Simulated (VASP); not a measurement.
# Bi2Te3 (R3m) in VASP: notebook

The runs below take Bi2Te3 through single point, with LDA.

All numbers are computed with VASP 6.6.1; they aren't measurements. Logs are shortened: lines on timing, memory, paths and dates and some standing lists are left out, and cuts for length are marked.

### 1 The cell of the first run

The structure is trigonal, space group R3m (No. 160). Conventional cell: a = 4.327 Å, b = 4.327 Å, c = 29.231 Å, α = 90.00°, β = 90.00°, γ = 120.00°. Bi (site symmetry 3m) has 3 Te at 2.97 Å and 3 Bi at 3.36 Å within 3.9 Å. Within 4.6 Å of Bi (site symmetry 3m) lie 9 Te at 3.20 to 4.58 Å and 9 Bi at 3.36 to 4.33 Å. Within 3.9 Å of Te (site symmetry 3m) lie 6 Te at 2.98 to 3.38 Å. Te (site symmetry 3m) has 3 Bi at 2.97 Å and 3 Te at 3.38 Å within 3.9 Å. Within 3.9 Å of Te (site symmetry 3m) lie 3 Te at 2.98 Å and 3 Bi at 3.20 Å.

### 2 Single point, LDA (31.60 Å³/atom)

INCAR

```
SYSTEM = Bi2Te3
  PREC = Accurate
  ENCUT = 520
  EDIFF = 1E-6
  ISMEAR = -1
  SIGMA = 0.08
  LREAL = .FALSE.
  LASPH = .TRUE.
  NELM = 60
  ALGO = Normal
  ISIF = 2
  LWAVE = .FALSE.
  LCHARG = .FALSE.
  GGA = CA
  NBANDS = 32
```

KPOINTS

```
regular mesh
0
G
  8 8 8
  0 0 0
```

POSCAR

```
Bi2Te3
1.0
    2.1634171494      1.2490494735      9.7436197600
   -2.1634171494      1.2490494735      9.7436197600
    0.0000000000     -2.4980989472      9.7436197600
Bi Te
2 3
Direct
    0.8120000000      0.8120000000      0.8120000000
    0.4020000000      0.4020000000      0.4020000000
    0.6110000000      0.6110000000      0.6110000000
    0.2000000000      0.2000000000      0.2000000000
    0.0000000000      0.0000000000      0.0000000000
```

Potentials or basis: VASP PAW LDA potentials, release 64 (Bi_d, Te).

Started as:

```bash
$ cat potpaw_LDA.64/Bi_d/POTCAR potpaw_LDA.64/Te/POTCAR > POTCAR
$ mpirun -np 1 vasp_std > vasp.out
```

OUTCAR:

```text
SYSTEM = Bi2Te3
   PREC = Accurate
   ENCUT = 520
   EDIFF = 1E-6
   ISMEAR = -1
   LREAL = .FALSE.
   LASPH = .TRUE.
   NELM = 60
   ISIF = 2
   GGA = CA

 ion  position               nearest neighbor table
   1  0.812  0.812  0.812-   4 2.97   4 2.97   4 2.97   2 3.36   2 3.36   2 3.36
   2  0.402  0.402  0.402-   5 3.20   5 3.20   5 3.20   1 3.36   1 3.36   1 3.36
   3  0.611  0.611  0.611-   5 2.98   5 2.98   5 2.98   4 3.38   4 3.38   4 3.38
   4  0.200  0.200  0.200-   1 2.97   1 2.97   1 2.97   3 3.38   3 3.38   3 3.38
   5  0.000  0.000  0.000-   3 2.98   3 2.98   3 2.98   2 3.20   2 3.20   2 3.20

  LATTYP: Found a trigonal (rhomboedric) cell.
 ALAT       =    10.0587585903
 COS(alpha) =     0.9074829532

  Lattice vectors:

 A1 = (   2.1634171494,   1.2490494735,   9.7436197600)
 A2 = (  -2.1634171494,   1.2490494735,   9.7436197600)
 A3 = (   0.0000000000,  -2.4980989472,   9.7436197600)

Analysis of symmetry for initial positions (statically):
=====================================================================
 Subroutine PRICEL returns:
 Original cell was already a primitive cell.

 Routine SETGRP: Setting up the symmetry group for a
 trigonal (rhombohedral) supercell.

 Subroutine GETGRP returns: Found  6 space group operations
 (whereof  6 operations were pure point group operations)
 out of a pool of 12 trial point group operations.

The static configuration has the point symmetry C_3v.

Analysis of symmetry for dynamics (positions and initial velocities):
=====================================================================
 Subroutine PRICEL returns:
 Original cell was already a primitive cell.

 Routine SETGRP: Setting up the symmetry group for a
 trigonal (rhombohedral) supercell.

 Subroutine GETGRP returns: Found  6 space group operations
 (whereof  6 operations were pure point group operations)
 out of a pool of 12 trial point group operations.

The dynamic configuration has the point symmetry C_3v.

 Subroutine INISYM returns: Found  6 space group operations
 (whereof  6 operations are pure point group operations),
 and found     1 'primitive' translations

----------------------------------------------------------------------------------------

                                     Primitive cell

  volume of cell :     157.9761

  direct lattice vectors                    reciprocal lattice vectors
     2.163417149  1.249049473  9.743619760     0.231115853  0.133434800  0.034210421
    -2.163417149  1.249049473  9.743619760    -0.231115853  0.133434800  0.034210421
     0.000000000 -2.498098947  9.743619760     0.000000000 -0.266869600  0.034210421

  length of vectors
    10.058758590 10.058758590 10.058758590     0.269053408  0.269053408  0.269053408

  position of ions in fractional coordinates (direct lattice)
     0.812000000  0.812000000  0.812000000
     0.402000000  0.402000000  0.402000000
     0.611000000  0.611000000  0.611000000
     0.200000000  0.200000000  0.200000000
     0.000000000  0.000000000  0.000000000

  ion indices of the primitive-cell ions
   primitive index   ion index
                 1           1
                 2           2
                 3           3
                 4           4
                 5           5

----------------------------------------------------------------------------------------

 KPOINTS: regular mesh

Automatic generation of k-mesh.
 Grid dimensions read from file:
 generate k-points for:    8    8    8

 Generating k-lattice:

  Cartesian coordinates                     Fractional coordinates (reciprocal lattice)
     0.028889482  0.016679350  0.004276303     0.125000000  0.000000000 -0.000000000
    -0.028889482  0.016679350  0.004276303     0.000000000  0.125000000 -0.000000000
     0.000000000 -0.033358700  0.004276303    -0.000000000 -0.000000000  0.125000000

  Length of vectors
     0.033631676  0.033631676  0.033631676

  Shift w.r.t. Gamma in fractional coordinates (k-lattice)
     0.000000000  0.000000000  0.000000000

 Subroutine IBZKPT returns following result:
 ===========================================

 Found     65 irreducible k-points:

 Following reciprocal coordinates:
            Coordinates               Weight
  0.000000  0.000000  0.000000      1.000000
  0.125000  0.000000 -0.000000      6.000000
  0.250000  0.000000 -0.000000      6.000000
  0.375000  0.000000  0.000000      6.000000
  0.500000  0.000000 -0.000000      3.000000
  0.125000  0.125000 -0.000000      6.000000
[... 16 lines left out ...]
  0.250000  0.125000  0.125000      6.000000
  0.375000  0.125000  0.125000      6.000000
 [... further k-points ...]
   k-points           NKPTS =     65   k-points in BZ     NKDIM =     65   number of bands    NBANDS=     32
   number of dos      NEDOS =    301   number of ions     NIONS =      5
   total plane-waves  NPLWV = 512000
   dimension x,y,z NGX =    80 NGY =   80 NGZ =   80
   dimension x,y,z NGXF=   160 NGYF=  160 NGZF=  160
   ions per type =               2   3
   NGX,Y,Z   is equivalent  to a cutoff of  13.22, 13.22, 13.22 a.u.
   NGXF,Y,Z  is equivalent  to a cutoff of  26.44, 26.44, 26.44 a.u.
 SYSTEM =  Bi2Te3
   PREC   = accura    normal or accurate (medium, high low for compatibility)
   ISTART =      0    job   : 0-new  1-cont  2-samecut
   ICHARG =      2    charge: 1-file 2-atom 10-const
   ISPIN  =      1    spin polarized calculation?
   LNONCOLLINEAR =      F non collinear calculations
   LSORBIT =      F    spin-orbit coupling
   LASPH  =      T    aspherical Exc in radial PAW
   ENCUT  =  520.0 eV  38.22 Ry    6.18 a.u.  18.70 18.70 18.70*2*pi/ulx,y,z
   NELM   =     60;   NELMIN=  2; NELMDL= -5     # of ELM steps
   EDIFF  = 0.1E-05   stopping-criterion for ELM
   LREAL  =      F    real-space projection
   EDIFFG = 0.1E-04   stopping-criterion for IOM
   NSW    =      0    number of steps for IOM
   IBRION =     -1    ionic relax: 0-MD 1-quasi-New 2-CG
   NFREE  =      0    steps in history (QN), initial steepest desc. (CG)
   ISIF   =      2    stress and relaxation
   ISYM   =      2    0-nonsym 1-usesym 2-fastsym
   POTIM  = 0.5000    time-step for ionic-motion
   TEBEG  =    0.0;   TEEND  =   0.0 temperature during run
   PSTRESS=    0.0 pullay stress
   NELECT =      48.0000    total number of electrons
   NUPDOWN=      -1.0000    fix difference up-down
   EMIN   =  10.00;   EMAX   =-10.00  energy-range for DOS
   EFERMI =   0.00;   METHOD = LEGACY
   ISMEAR =    -1;   SIGMA  =   0.08  broadening in eV -4-tet -1-fermi 0-gaus
   EFERMI_NEDOS =   21; number of points for ismear=-14 and -15
   IALGO  =     38    algorithm
   IMIX   =      4    mixing-type and parameters
     AMIX     =   0.40;   BMIX     =  1.00
     AMIX_MAG =   1.60;   BMIX_MAG =  1.00
  volume/ion in A,a.u.               =      31.60       213.22
  Fermi-wavevector in a.u.,A,eV,Ry     =   1.100588  2.079810 16.480653  1.211294
  Thomas-Fermi vector in A             =   2.237001
   LORBIT       =      0    0 simple, 1 ext, 2 COOP (PROOUT), +10 PAW based schemes
   GGA     = CA    functional components
   LHFCALC =     F    Hartree Fock is set to
   AEXX    =    0.0000 exact exchange contribution
   IVDW    =     0    specifies the selected vdW correction
   LEPSILON=     F    determine dielectric tensor
   LRPA    =     F    only Hartree local field effects (RPA)
 non-spin polarized calculation
  energy-cutoff  :      520.00
  volume of cell :      157.98
 maximum number of plane-waves:      4273
 NGX is ok and might be reduce to    80
   NGX = 37   NGY = 37   NGZ = 37

 number of electron      47.9999998 magnetization

 Free energy of the ion-electron system (eV)
  ---------------------------------------------------
  ext. energy  EPLUGINS =         0.00000000
  ---------------------------------------------------
  free energy    TOTEN  =       -20.27049042 eV

  energy without entropy =      -20.23869254  energy(sigma->0) =      -20.25459148

 E-fermi :   7.0583     XC(G=0):  -9.9070

 val. band max:        7.0449457209   @ k =   0.5000   0.2500   0.2500
 cond. band min:       7.0862415736   @ k =  -0.1250   0.1250   0.0000
 fundamental gap:      0.0412958527
 Fermi energy:         7.0582840252

 k-point     1 :       0.0000    0.0000    0.0000
  band No.  band energies     occupation
      1     -16.0915      2.00000
      2     -16.0915      2.00000
      3     -16.0525      2.00000
      4     -16.0525      2.00000
      5     -16.0479      2.00000
      6     -15.4814      2.00000
[... 24 lines left out ...]
     31      11.5505      0.00000
     32      11.8340      0.00000

 k-point     2 :       0.1250    0.0000   -0.0000
  band No.  band energies     occupation
      1     -16.0924      2.00000
      2     -16.0897      2.00000
      3     -16.0532      2.00000
      4     -16.0518      2.00000
      5     -16.0463      2.00000
      6     -15.4827      2.00000
[... 24 lines left out ...]
     31      11.0795      0.00000
     32      11.6535      0.00000

 k-point     3 :       0.2500    0.0000   -0.0000
  band No.  band energies     occupation
      1     -16.0948      2.00000
      2     -16.0859      2.00000
      3     -16.0551      2.00000
      4     -16.0496      2.00000
      5     -16.0421      2.00000
      6     -15.4891      2.00000
[... 24 lines left out ...]
     31      10.7860      0.00000
     32      12.2716      0.00000

 k-point     4 :       0.3750    0.0000    0.0000
  band No.  band energies     occupation
      1     -16.0974      2.00000
      2     -16.0829      2.00000
      3     -16.0569      2.00000
      4     -16.0465      2.00000
      5     -16.0377      2.00000
      6     -15.4959      2.00000
[... 24 lines left out ...]
     31      11.1685      0.00000
     32      11.5060      0.00000

 k-point     5 :       0.5000    0.0000   -0.0000
  band No.  band energies     occupation
      1     -16.0986      2.00000
      2     -16.0820      2.00000
      3     -16.0577      2.00000
      4     -16.0449      2.00000
      5     -16.0359      2.00000
      6     -15.4987      2.00000
[... 584 lines left out ...]
     31      12.1803      0.00000
     32      12.5654      0.00000

 k-point    22 :       0.1250    0.1250    0.1250
  band No.  band energies     occupation
      1     -16.0915      2.00000
      2     -16.0915      2.00000
      3     -16.0525      2.00000
      4     -16.0525      2.00000
      5     -16.0478      2.00000
      6     -15.4814      2.00000
[... 24 lines left out ...]
     31      11.5510      0.00000
     32      11.8931      0.00000

 k-point    23 :       0.2500    0.1250    0.1250
  band No.  band energies     occupation
      1     -16.0924      2.00000
      2     -16.0897      2.00000
      3     -16.0532      2.00000
      4     -16.0518      2.00000
      5     -16.0463      2.00000
      6     -15.4827      2.00000
[... 24 lines left out ...]
     31      11.0804      0.00000
     32      11.7427      0.00000

 k-point    24 :       0.3750    0.1250    0.1250
  band No.  band energies     occupation
      1     -16.0948      2.00000
      2     -16.0859      2.00000
      3     -16.0551      2.00000
      4     -16.0496      2.00000
      5     -16.0421      2.00000
      6     -15.4891      2.00000
[... 24 lines left out ...]
     31      10.7959      0.00000
     32      11.9849      0.00000

 [... further k-points ...]

------------------------ aborting loop because EDIFF is reached ----------------------------------------

  FORCE on cell =-STRESS in cart. coord.  units (eV):
  Direction    XX          YY          ZZ          XY          YZ          ZX
  --------------------------------------------------------------------------------------
  -------------------------------------------------------------------------------------
  Total        1.9068140      1.9068140      0.8419105      0.0000000     -0.0000000      0.0000000
  in kB       19.3387069     19.3387069      8.5385679      0.0000000     -0.0000000      0.0000000
  external PRESSURE =      15.7386606 kB  Pullay stress =       0.0000000 kB

 VOLUME and BASIS-vectors are now :
 -----------------------------------------------------------------------------
  energy-cutoff  :      520.00
  volume of cell :      157.98
      direct lattice vectors                 reciprocal lattice vectors
     2.163417149  1.249049473  9.743619760     0.231115853  0.133434800  0.034210421
    -2.163417149  1.249049473  9.743619760    -0.231115853  0.133434800  0.034210421
     0.000000000 -2.498098947  9.743619760     0.000000000 -0.266869600  0.034210421

 POSITION                                       TOTAL-FORCE (eV/Angst)
 -----------------------------------------------------------------------------------
      0.00000     -0.00000     23.73546         0.000000      0.000000     -1.110706
      0.00000     -0.00000     11.75081         0.000000      0.000000     -0.381108
      0.00000     -0.00000     17.86006         0.000000      0.000000     -0.949466
      0.00000     -0.00000      5.84617         0.000000     -0.000000      1.071856
      0.00000      0.00000      0.00000         0.000000     -0.000000      1.369424
 -----------------------------------------------------------------------------------
    total drift:                               -0.000000     -0.000000     -0.001550

  FREE ENERGIE OF THE ION-ELECTRON SYSTEM (eV)
  ---------------------------------------------------
  free  energy   TOTEN  =       -20.2704904211 eV

  energy  without entropy=      -20.2386925443  energy(sigma->0) =      -20.25459148
```

Run time: 17 min. Hardware: 1 thread of Intel Xeon 6975P-C (Granite Rapids), shared host; peak memory 0.82 GiB.

What came out:

| Quantity | Value |
| --- | --- |
| Free energy | -20.2705 eV |
| Pressure | 1.6 GPa |
| Largest force | 1.369 eV/Å |
| Band gap on the k mesh | zero (bands 24 and 25 overlap by 0.19 eV) |

Forces on the atoms (eV/Å):
```
Bi   0.000  0.000 -1.111
Bi   0.000  0.000 -0.381
Te   0.000  0.000 -0.949
Te   0.000  0.000  1.072
Te   0.000  0.000  1.369
```

Stress tensor (GPa, compression positive):
```
1.93 0.00 0.00
0.00 1.93 0.00
0.00 0.00 0.85
```

Levels at points of the mesh, in eV from the Fermi level:
```tsv
k point	band 20	band 21	band 22	band 23	band 24	band 25	band 26	band 27	band 28	band 29
(0.00, 0.00, 0.00)	-2.26	-2.26	-0.54	-0.54	-0.46	-0.04	0.23	0.23	2.21	2.21
(0.50, 0.00, 0.00)	-3.49	-3.47	-2.42	-0.38	-0.27	-0.16	0.42	2.52	2.76	3.28
(0.50, 0.50, 0.00)	-3.16	-2.39	-1.98	-1.22	-0.55	0.33	1.06	1.86	2.52	2.68
(0.50, 0.50, 0.50)	-2.22	-1.87	-0.86	-0.80	-0.80	0.44	0.87	0.87	1.65	1.65
```

Caveat: spin-orbit coupling is left out, which moves the levels of the heavy elements; forces of over 1 eV/Å act on the atoms, so gaps and moduli don't describe the material at rest.

(Part 1 of 2 ends here.)

The gap in the log of VASP goes by the Fermi energy; the results here count the filled bands.